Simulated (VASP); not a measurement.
Crystal: BN (Qingsongite).

```
B N
1.0
     0.00000    1.80482    1.80482
     1.80482    0.00000    1.80482
     1.80482    1.80482    0.00000
B N
1 1
Direct
  0.00000 0.00000 0.00000
  0.25000 0.25000 0.25000
```

Program: VASP 6.6.1. Alike in all runs: no spin polarisation; cell as given; cutoff (eV) 520; smearing gaussian 0.01 eV. Hardware: 1 thread of AMD EPYC 7R13 Processor (Zen 3), with other jobs on the host.

Task: Order these runs on this cell by their wall time, lowest first.
A. task single point; level PBE; potentials or basis VASP PAW PBE potentials, release 64 (B, N); k mesh 6 × 6 × 6
B. task dielectric tensor; level PBE; potentials or basis VASP PAW PBE potentials, release 64 (B, N); k mesh 10 × 10 × 10
C. task single point; level LDA; potentials or basis VASP PAW LDA potentials, release 64 (B, N); k mesh 12 × 12 × 12

Result: A (3.4 s), C (10 s), B (81 s).

Caveats: some runs use coarse meshes.
